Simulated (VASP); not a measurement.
**Zn4HO4 (a cell with a defect): single point with PBE**

System: Zn4HO4 (a cell with a defect).

```xyz
9
Lattice="5.6099 0.0000 0.0000 0.0000 5.6099 0.0000 0.0000 0.0000 3.2790" Properties=species:S:1:pos:R:3 pbc="T T T"
Zn    1.0189    1.0189    1.6395
Zn    4.5910    4.5910    1.6395
Zn    3.8238    1.7860    0.0000
Zn    1.7860    3.8238    0.0000
O     4.5915    1.0184    1.6395
O     1.0184    4.5915    1.6395
O     3.8233    3.8233    0.0000
O     1.7866    1.7866    0.0000
H     5.6094    4.5910    1.6395
```

```yaml
Program: VASP 6.6.1
Task: single point
Functional: PBE
Potentials_or_basis: VASP PAW PBE potentials, release 64 (Zn, O, H)
Cutoff: 520 eV
k_mesh: 4 × 4 × 8
Occupations: gaussian, width 0.05 eV
Spin: no spin polarisation
Dipole_correction: no
Further_INCAR_settings: ALGO = Normal; EDIFF = 1e-07; NBANDS = 46
```

```json
{"Pressure": "24.0 GPa", "Largest force": "28.130 eV/Å", "Band gap on the k mesh": "zero (an odd number of electrons rules out a gap without spin polarisation)"}
```

Forces in eV/Å, atoms in the order of the input:
```
Zn    0.136   1.281   0.000
Zn  -28.130   0.123   0.000
Zn    0.003  -0.084   0.000
Zn    0.815  -0.943   0.000
O     0.186  -0.290   0.000
O     3.557   0.120   0.000
O    -0.268   0.137   0.000
O    -0.069   0.019   0.000
H    23.770  -0.363   0.000
```

Stress tensor (GPa, compression positive):
```
56.05  0.24  0.00
 0.24  7.43  0.00
 0.00  0.00  8.66
```

Levels at points of the mesh, in eV from the Fermi level:
| k point | band 33 | band 34 | band 35 | band 36 | band 37 | band 38 | band 39 | band 40 |
| --- | --- | --- | --- | --- | --- | --- | --- | --- |
| (0.00, 0.00, 0.00) | -3.94 | -3.53 | -3.19 | -3.08 | -2.82 | 1.32 | 1.80 | 3.42 |
| (0.50, 0.00, 0.00) | -4.07 | -3.62 | -3.59 | -3.44 | -0.54 | -0.24 | 2.11 | 2.66 |
| (0.00, 0.50, 0.00) | -4.37 | -4.13 | -3.35 | -3.21 | -0.77 | -0.05 | 2.41 | 2.68 |
| (0.50, 0.50, 0.00) | -4.21 | -3.86 | -3.75 | -3.72 | 0.10 | 0.81 | 1.21 | 1.41 |
| (0.00, 0.00, 0.50) | -4.89 | -4.66 | -4.43 | -4.33 | 1.37 | 2.25 | 3.72 | 4.14 |
| (0.50, 0.00, 0.50) | -4.84 | -4.55 | -4.21 | -3.99 | 0.85 | 2.39 | 3.16 | 3.26 |
| (0.00, 0.50, 0.50) | -4.84 | -4.43 | -4.35 | -4.07 | 1.45 | 2.42 | 3.10 | 3.35 |
| (0.50, 0.50, 0.50) | -4.42 | -4.36 | -4.28 | -4.13 | 0.74 | 2.09 | 2.38 | 2.48 |

It took 2.1 min on 1 thread of Intel(R) Xeon(R) 6975P-C (Granite Rapids), on a shared host, peak memory 0.31 GiB.

Caveat: atoms lie so close that the PAW spheres overlap strongly, which falsifies energies and pressures; an odd number of electrons without spin polarisation forces a metal; a magnetic or distorted state may lie lower.
